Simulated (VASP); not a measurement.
# Mg16O17 (a cell with a defect) in VASP: single point with PBE

Aim: the single point of Mg16O17 (a cell with a defect) with PBE.

Everything below comes from runs of VASP 6.6.1. Logs are shortened: lines on timing, memory, paths and dates and some standing lists are left out, and cuts for length are marked.

### Step 1. The cell of the first run

The cell holds a defect, 33 atoms: a = 7.367 Å, b = 7.367 Å, c = 7.367 Å, α = 109.47°, β = 109.47°, γ = 109.47°.

### Step 2. Single point, PBE

Input file INCAR:

```
SYSTEM = Mg16O17
ALGO = Normal ; EDIFF = 1E-6
ENCUT = 520 ; GGA = PE
ISIF = 2 ; ISMEAR = 0
LASPH = .TRUE. ; LCHARG = .TRUE.
LELF = .TRUE. ; LREAL = Auto
LVHAR = .TRUE. ; LWAVE = .FALSE.
NBANDS = 89 ; NELM = 100
PREC = Accurate ; SIGMA = 0.02
```

Input file KPOINTS:

```
Automatic mesh
0
Gamma
  2 2 2
  0.5 0.5 0.5
```

Input file POSCAR:

```
Mg16O17
1.0
   -4.2535896552     -4.2535896552      4.2535896552
    4.2535896552      4.2535896552      4.2535896552
   -4.2535896552      4.2535896552     -4.2535896552
Mg O
16 17
Direct
    0.7493022933      0.5014823724      0.7425702059
   -0.0002490213      0.5160028404      0.5088319071
    0.7493651452      0.7503320109      0.4921849314
    0.2645576105      0.5160068595      0.2411508172
   -0.0002676100      0.7511447342      0.2425519295
    0.7348873531     -0.0137288629      0.2439460727
    0.5005025213      0.5015379038     -0.0070256779
    0.2501754305      0.7519363889     -0.0069932582
   -0.0002938152     -0.0137145496     -0.0237367024
    0.7349355321      0.2511575055     -0.0236778666
    0.4997270825      0.7511291843      0.7425610344
    0.2501102998      0.0007308310      0.7425664368
   -0.0002587409      0.2511300366      0.7425892469
    0.4989631687      0.0007893380      0.4922183878
    0.2645921876      0.2511358252      0.5087906022
    0.4997323105      0.2511342568      0.2425619266
   -0.0002595250      0.5106263807     -0.0137855299
    0.2592019414      0.5106147838      0.7583496014
   -0.0002655665      0.7511807971      0.7425295045
    0.4971776488      0.4998471030      0.4912785481
    0.2484682575      0.7486254894      0.4913038040
   -0.0002714561     -0.0083454314      0.4988742921
    0.7510014171      0.4998785537      0.2425681438
    0.4996882858      0.7510973875      0.2424864449
    0.2484830760      0.0024317167      0.2425718553
   -0.0002777769      0.2511450663      0.3398985372
    0.7509820940      0.7536688220     -0.0061838211
    0.5022929991      0.0024144529     -0.0061588495
    0.2591615389      0.2511202968     -0.0138414474
    0.7402654292     -0.0083554892      0.7267058213
    0.4997919966      0.2511438488      0.7425341884
    0.7402954461      0.2511417023      0.4988905342
   -0.0002109881      0.2511661133      0.1453586386
```

Potentials or basis: VASP PAW PBE potentials, release 64 (Mg, O).

Launch:

```sh
cat potpaw_PBE.64/Mg/POTCAR potpaw_PBE.64/O/POTCAR > POTCAR
mpirun -np 1 vasp_std > vasp.out
```

OUTCAR:

```text
SYSTEM = Mg16O17
   EDIFF = 1E-6
   ENCUT = 520
   GGA = PE
   ISIF = 2
   ISMEAR = 0
   LASPH = .TRUE.
   LREAL = Auto
   NELM = 100
   PREC = Accurate

 ion  position               nearest neighbor table
   1  0.749  0.501  0.743-  17 2.06  32 2.06  31 2.13  19 2.13  27 2.13  20 2.13  10 2.91   2 2.91
                            15 2.92   9 2.92   7 3.00  11 3.00   3 3.00   5 3.01  16 3.01  14 3.01
   2  1.000  0.516  0.509-  26 1.93  19 1.99  21 2.13  23 2.13  18 2.19  32 2.19  33 2.74   8 2.91
                             1 2.91   3 2.92  12 2.92  13 3.00  11 3.01  16 3.01   5 3.02  15 3.19
   3  0.749  0.750  0.492-  30 2.06  22 2.06  19 2.13  24 2.13  23 2.13  20 2.13   9 2.91   6 2.91
                             2 2.92   4 2.92  16 3.00   7 3.00   1 3.00   5 3.01  11 3.01  12 3.01
   4  0.265  0.516  0.241-  33 1.93  24 1.99  21 2.13  20 2.13  17 2.19  29 2.19  26 2.74   8 2.91
                             7 2.91  14 2.92   3 2.92  13 3.00   5 3.01  16 3.01  11 3.02  10 3.19
   5  1.000  0.751  0.243-  22 2.12  17 2.12  21 2.13  27 2.13  23 2.13  25 2.13   7 3.00  14 3.00
                             1 3.01   8 3.01   3 3.01  12 3.01   4 3.01   6 3.01  10 3.01  15 3.01
   6  0.735  0.986  0.244-  26 1.93  24 1.99  27 2.13  28 2.13  22 2.19  32 2.19  33 2.74   3 2.91
                            14 2.91   8 2.92   7 2.92  13 3.00   5 3.01  16 3.01  11 3.02  15 3.19
   7  0.501  0.502  0.993-  29 2.06  18 2.06  24 2.13  31 2.13  23 2.13  27 2.13   4 2.91  15 2.91
                             6 2.92  10 2.92   1 3.00   3 3.00   5 3.00  16 3.01  11 3.01   8 3.01
   8  0.250  0.752  0.993-  17 2.06  18 2.06  24 2.13  19 2.13  25 2.13  28 2.13   4 2.91   2 2.91
                             6 2.92   9 2.92  16 3.00  14 3.00  12 3.00   5 3.01  11 3.01   7 3.01
   9  1.000  0.986  0.976-  33 1.93  19 1.99  27 2.13  25 2.13  30 2.19  29 2.19  26 2.74   3 2.91
[... 9 lines left out ...]
  14  0.499  0.001  0.492-  30 2.06  32 2.06  31 2.13  24 2.13  21 2.13  25 2.13  10 2.91   6 2.91
                            15 2.92   4 2.92  12 3.00   8 3.00   5 3.00  16 3.01  11 3.01   1 3.01
  15  0.265  0.251  0.509-  26 1.93  31 1.99  20 2.13  25 2.13  18 2.19  22 2.19  33 2.74  12 2.91
                             7 2.91   1 2.92  14 2.92  13 3.00   5 3.01  11 3.01  16 3.02   6 3.19
  16  0.500  0.251  0.243-  32 2.12  29 2.12  25 2.13  20 2.13  28 2.13  23 2.13   3 3.00   8 3.00
                             7 3.01  12 3.01  14 3.01   1 3.01   6 3.01   2 3.01   9 3.01   4 3.01
  17  1.000  0.511  0.986-   1 2.06   8 2.06   5 2.12  13 2.14   4 2.19  10 2.19
  18  0.259  0.511  0.758-   7 2.06   8 2.06  11 2.12  13 2.14   2 2.19  15 2.19
  19  1.000  0.751  0.743-   9 1.99   2 1.99   3 2.13  12 2.13   8 2.13   1 2.13
  20  0.497  0.500  0.491-  15 2.13  16 2.13  11 2.13   4 2.13   3 2.13   1 2.13
  21  0.248  0.749  0.491-   4 2.13   2 2.13   5 2.13  11 2.13  12 2.13  14 2.13
  22  1.000  0.992  0.499-   3 2.06  12 2.06   5 2.12  13 2.14   6 2.19  15 2.19
  23  0.751  0.500  0.243-  16 2.13   2 2.13   5 2.13  10 2.13   3 2.13   7 2.13
  24  0.500  0.751  0.242-   4 1.99   6 1.99   8 2.13   7 2.13   3 2.13  14 2.13
  25  0.248  0.002  0.243-  15 2.13  16 2.13   5 2.13   9 2.13   8 2.13  14 2.13
  26  1.000  0.251  0.340-  33 1.43   2 1.93   6 1.93  15 1.93  10 2.74   4 2.74   9 2.74
  27  0.751  0.754  0.994-   6 2.13  11 2.13   5 2.13   9 2.13   1 2.13   7 2.13
  28  0.502  0.002  0.994-   6 2.13  11 2.13  16 2.13  10 2.13   8 2.13  12 2.13
  29  0.259  0.251  0.986-  12 2.06   7 2.06  16 2.12  13 2.14   9 2.19   4 2.19
  30  0.740  0.992  0.727-   3 2.06  14 2.06  11 2.12  13 2.14   9 2.19  10 2.19
  31  0.500  0.251  0.743-  10 1.99  15 1.99   1 2.13  14 2.13   7 2.13  12 2.13
  32  0.740  0.251  0.499-  14 2.06   1 2.06  16 2.12  13 2.14   2 2.19   6 2.19
  33  1.000  0.251  0.145-  26 1.43   4 1.93   9 1.93  10 1.93  15 2.74   2 2.74   6 2.74

  LATTYP: Found a body centered cubic cell.
 ALAT       =     8.5071793104

  Lattice vectors:

 A1 = (  -4.2535896552,  -4.2535896552,   4.2535896552)
 A2 = (   4.2535896552,   4.2535896552,   4.2535896552)
 A3 = (  -4.2535896552,   4.2535896552,  -4.2535896552)

Analysis of symmetry for initial positions (statically):
=====================================================================
 Subroutine PRICEL returns:
 Original cell was already a primitive cell.

 Routine SETGRP: Setting up the symmetry group for a
 body centered cubic supercell.

 Subroutine GETGRP returns: Found  1 space group operations
 (whereof  1 operations were pure point group operations)
 out of a pool of 48 trial point group operations.

The static configuration has the point symmetry C_1 .

Analysis of symmetry for dynamics (positions and initial velocities):
=====================================================================
 Subroutine PRICEL returns:
 Original cell was already a primitive cell.

 Routine SETGRP: Setting up the symmetry group for a
 body centered cubic supercell.

 Subroutine GETGRP returns: Found  1 space group operations
 (whereof  1 operations were pure point group operations)
 out of a pool of 48 trial point group operations.

The dynamic configuration has the point symmetry C_1 .

 Subroutine INISYM returns: Found  1 space group operations
 (whereof  1 operations are pure point group operations),
[... 106 lines left out ...]
     0.500000000  0.500000000  0.500000000

 Subroutine IBZKPT returns following result:
 ===========================================

 Found      4 irreducible k-points:

 Following reciprocal coordinates:
            Coordinates               Weight
  0.250000  0.250000  0.250000      2.000000
 -0.250000  0.250000  0.250000      2.000000
  0.250000 -0.250000  0.250000      2.000000
  0.250000  0.250000 -0.250000      2.000000
   k-points           NKPTS =      4   k-points in BZ     NKDIM =      4   number of bands    NBANDS=     89
   number of dos      NEDOS =    301   number of ions     NIONS =     33
   total plane-waves  NPLWV = 175616
   dimension x,y,z NGX =    56 NGY =   56 NGZ =   56
   dimension x,y,z NGXF=   112 NGYF=  112 NGZF=  112
   ions per type =              16  17
   NGX,Y,Z   is equivalent  to a cutoff of  12.64, 12.64, 12.64 a.u.
   NGXF,Y,Z  is equivalent  to a cutoff of  25.27, 25.27, 25.27 a.u.
 SYSTEM =  Mg16O17
   PREC   = accura    normal or accurate (medium, high low for compatibility)
   ISTART =      0    job   : 0-new  1-cont  2-samecut
   ICHARG =      2    charge: 1-file 2-atom 10-const
   ISPIN  =      1    spin polarized calculation?
   LNONCOLLINEAR =      F non collinear calculations
   LSORBIT =      F    spin-orbit coupling
   LASPH  =      T    aspherical Exc in radial PAW
   ENCUT  =  520.0 eV  38.22 Ry    6.18 a.u.  13.70 13.70 13.70*2*pi/ulx,y,z
   NELM   =    100;   NELMIN=  2; NELMDL= -5     # of ELM steps
   EDIFF  = 0.1E-05   stopping-criterion for ELM
   LREAL  =      T    real-space projection
   EDIFFG = 0.1E-04   stopping-criterion for IOM
   NSW    =      0    number of steps for IOM
   IBRION =     -1    ionic relax: 0-MD 1-quasi-New 2-CG
   NFREE  =      0    steps in history (QN), initial steepest desc. (CG)
   ISIF   =      2    stress and relaxation
   ISYM   =      2    0-nonsym 1-usesym 2-fastsym
   POTIM  = 0.5000    time-step for ionic-motion
   TEBEG  =    0.0;   TEEND  =   0.0 temperature during run
   PSTRESS=    0.0 pullay stress
   NELECT =     134.0000    total number of electrons
   NUPDOWN=      -1.0000    fix difference up-down
   EMIN   =  10.00;   EMAX   =-10.00  energy-range for DOS
   EFERMI =   0.00;   METHOD = LEGACY
   ISMEAR =     0;   SIGMA  =   0.02  broadening in eV -4-tet -1-fermi 0-gaus
   EFERMI_NEDOS =   21; number of points for ismear=-14 and -15
   IALGO  =     38    algorithm
   IMIX   =      4    mixing-type and parameters
     AMIX     =   0.40;   BMIX     =  1.00
     AMIX_MAG =   1.60;   BMIX_MAG =  1.00
  volume/ion in A,a.u.               =       9.33        62.95
  Fermi-wavevector in a.u.,A,eV,Ry     =   1.240702  2.344587 20.944015  1.539342
  Thomas-Fermi vector in A             =   2.375131
   LORBIT       =      0    0 simple, 1 ext, 2 COOP (PROOUT), +10 PAW based schemes
   GGA     = PE    functional components
   LHFCALC =     F    Hartree Fock is set to
   AEXX    =    0.0000 exact exchange contribution
   IVDW    =     0    specifies the selected vdW correction
   LEPSILON=     F    determine dielectric tensor
   LRPA    =     F    only Hartree local field effects (RPA)
 non-spin polarized calculation
 Gauss-broadening in eV      SIGMA  =   0.02
  energy-cutoff  :      520.00
  volume of cell :      307.84
 maximum number of plane-waves:      8280
 NGX is ok and might be reduce to    54
   NGX = 27   NGY = 27   NGZ = 27

 number of electron     134.0000023 magnetization

 Free energy of the ion-electron system (eV)
  ---------------------------------------------------
  ext. energy  EPLUGINS =         0.00000000
  ---------------------------------------------------
  free energy    TOTEN  =      -193.04715759 eV

  energy without entropy =     -193.04715759  energy(sigma->0) =     -193.04715759

 E-fermi :   3.7045     XC(G=0): -11.0582

 val. band max:        3.5256912251   @ k =   0.2500   0.2500  -0.2500
 cond. band min:       8.6947228413   @ k =   0.2500   0.2500  -0.2500
 fundamental gap:      5.1690316162
 Fermi energy:         3.7044626569

 k-point     1 :       0.2500    0.2500    0.2500
  band No.  band energies     occupation
      1     -18.0975      2.00000
      2     -13.5701      2.00000
      3     -13.5698      2.00000
      4     -13.5572      2.00000
      5     -13.1089      2.00000
      6     -12.8926      2.00000
[... 317 lines left out ...]
     78      12.6046      0.00000
     79      13.0137      0.00000
 [bands above 79 left out]

------------------------ aborting loop because EDIFF is reached ----------------------------------------

  FORCE on cell =-STRESS in cart. coord.  units (eV):
  Direction    XX          YY          ZZ          XY          YZ          ZX
  --------------------------------------------------------------------------------------
  -------------------------------------------------------------------------------------
  Total       12.6129038     12.6293947     12.6242418     -3.1621203     -3.1600391      3.1613685
  in kB       65.6445842     65.7304121     65.7035936    -16.4574370    -16.4466053     16.4535244
  external PRESSURE =      65.6928633 kB  Pullay stress =       0.0000000 kB

 VOLUME and BASIS-vectors are now :
 -----------------------------------------------------------------------------
  energy-cutoff  :      520.00
  volume of cell :      307.84
      direct lattice vectors                 reciprocal lattice vectors
    -4.253589655 -4.253589655  4.253589655    -0.117547775  0.000000000  0.117547775
     4.253589655  4.253589655  4.253589655     0.000000000  0.117547775  0.117547775
    -4.253589655  4.253589655 -4.253589655    -0.117547775  0.117547775  0.000000000

 POSITION                                       TOTAL-FORCE (eV/Angst)
 -----------------------------------------------------------------------------------
     -4.21271      2.10446      2.16174        -0.000365     -0.002477      0.005114
     -4.22203      0.10670      4.28303        -0.006698     -0.002496     -0.007584
     -2.08944      2.09767      4.28554         0.003235      0.000833      0.002766
      0.04381      2.09532      2.29444         0.004418     -0.006255     -0.003390
     -2.08911     -0.02567      6.41580        -0.000136      0.001154     -0.000047
      0.03164      2.10693      6.28346        -0.007627      0.008782      0.004047
[... 25 lines left out ...]
     -4.20273      0.04142      2.09509         0.005908     -0.000838      0.000617
     -3.80263     -2.56604      4.70275         0.128088     -0.128301      0.125209
 -----------------------------------------------------------------------------------
    total drift:                               -0.004792      0.009568     -0.014661

  FREE ENERGIE OF THE ION-ELECTRON SYSTEM (eV)
  ---------------------------------------------------
  free  energy   TOTEN  =      -193.0471575860 eV

  energy  without entropy=     -193.0471575860  energy(sigma->0) =     -193.04715759
```

Run time: 3.3 min. Hardware: 1 thread of Intel Xeon 6975P-C (Granite Rapids), shared host; peak memory 0.43 GiB.

Results:

* Free energy: -193.0472 eV
* Pressure: 6.6 GPa
* Largest force: 0.220 eV/Å
* Band gap on the k mesh: 5.17 eV

Forces on the atoms (eV/Å):
```
Mg   0.000 -0.002  0.005
Mg  -0.007 -0.002 -0.008
Mg   0.003  0.001  0.003
Mg   0.004 -0.006 -0.003
Mg   0.000  0.001  0.000
Mg  -0.008  0.009  0.004
Mg   0.002 -0.003  0.000
Mg   0.004 -0.002  0.000
Mg   0.005  0.005  0.006
Mg  -0.005 -0.005  0.005
Mg   0.000 -0.001  0.000
Mg   0.002  0.000  0.002
Mg   0.003 -0.003  0.003
Mg  -0.001 -0.005  0.002
Mg   0.005  0.008 -0.008
Mg   0.000 -0.001  0.001
O   -0.004  0.004 -0.004
O    0.002 -0.003  0.004
O   -0.005  0.000 -0.004
O   -0.002  0.001  0.004
O    0.000  0.002  0.003
O    0.002 -0.002  0.003
O    0.003  0.002  0.000
O   -0.005  0.004  0.000
O   -0.003 -0.004 -0.001
O   -0.123  0.119 -0.123
O    0.000 -0.004 -0.002
O    0.005  0.000 -0.002
O   -0.005  0.006 -0.005
O   -0.007  0.008 -0.004
O   -0.001  0.004 -0.004
O    0.006 -0.001  0.001
O    0.128 -0.128  0.125
```
